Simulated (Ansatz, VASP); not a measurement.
**Two plane-wave programs on Al3GaN4**

The input INCAR:

```
SYSTEM = Al3GaN4
ALGO     = Normal         ! electronic algorithm
EDIFF    = 1E-6           ! SCF threshold, eV
ENCUT    = 520            ! plane-wave cutoff, eV
GGA      = PS             ! functional
ISIF     = 2              ! what is computed and relaxed
ISMEAR   = 0              ! smearing method
LASPH    = .True.         ! aspherical terms in the spheres
LCHARG   = .False.        ! write CHGCAR
LREAL    = .False.        ! projectors in reciprocal space
LWAVE    = .False.        ! write WAVECAR
NBANDS   = 31             ! bands
NELM     = 80             ! most SCF steps
PREC     = Accurate       ! precision mode
SIGMA    = 0.05           ! smearing width, eV
```

KPOINTS

```
k-points
0
Gamma
  6 6 6
  0 0 0
```

Contents of POSCAR:

```
Al3GaN4
1.0
    4.2307150468      0.0000000000      0.0000000000
    0.0000000000      4.2307150468      0.0000000000
    0.0000000000      0.0000000000      4.4069948404
Al Ga N
3 1 4
Direct
    0.5000000000      0.5000000000      0.0000000000
    0.5000000000      0.0000000000      0.5000000000
    0.0000000000      0.5000000000      0.5000000000
    0.0000000000      0.0000000000      0.0000000000
    0.7447077174      0.7447077174      0.2552922826
    0.7447077174      0.2552922826      0.7447077174
    0.2552922826      0.7447077174      0.7447077174
    0.2552922826      0.2552922826      0.2552922826
```

Input for Ansatz:

```yaml
crystal:
  lattice:
    - [4.2307150468, 0.0, 0.0]
    - [0.0, 4.2307150468, 0.0]
    - [0.0, 0.0, 4.4069948404]
  atoms:
    - { symbol: Al, position: [0.5, 0.5, 0.0] }
    - { symbol: Al, position: [0.5, 0.0, 0.5] }
    - { symbol: Al, position: [0.0, 0.5, 0.5] }
    - { symbol: Ga, position: [0.0, 0.0, 0.0] }
    - { symbol: "N", position: [0.7447077174, 0.7447077174, 0.2552922826] }
    - { symbol: "N", position: [0.7447077174, 0.2552922826, 0.7447077174] }
    - { symbol: "N", position: [0.2552922826, 0.7447077174, 0.7447077174] }
    - { symbol: "N", position: [0.2552922826, 0.2552922826, 0.2552922826] }
basis:
  ecutwfc: 420
kpoints:
  mp_grid: { grid: [6, 6, 6] }
hamiltonian:
  xc: pbesol
scf:
  occupations: { method: gaussian, width: 0.05 }
output:
  forces: true
  stress: true
  eigenvalues: true
```

Change from the starting cell: strain -0.040 along x and y, +0.000 along z, atoms carried along.

Alike in both runs: task single point; functional PBEsol; k mesh 6 × 6 × 6; occupations gaussian, width 0.05 eV; no spin polarisation.

```csv
,VASP,Ansatz
version,VASP 6.6.1,Ansatz 0.2.0
potentials or method,"VASP PAW PBE potentials, release 64 (Al, Ga_d, N), cutoff 520 eV","scalar-relativistic, plane waves, PAW"
valence electrons in the cell,42,42
```

Ansatz gave:

```
gap on the k mesh at the Fermi level (eV)                     : 3.22
least direct gap on the mesh (eV)                             : 3.25
pressure (GPa)                                                : 18.8
traceless stress, the component that is largest in VASP (GPa) : -3.69
rms of the force components (eV/Å)                            : 0.024
```

Problem. Which values does VASP return?

Solution. gap on the k mesh at the Fermi level (eV): 3.21; least direct gap on the mesh (eV): 3.24; pressure (GPa): 18.9; traceless stress, the component that is largest in VASP (GPa): -3.70; rms of the force components (eV/Å): 0.022.

VASP's potentials were made for PBE, not for PBEsol. Atom by atom the forces differ by 0.008 eV/Å (rms over components).
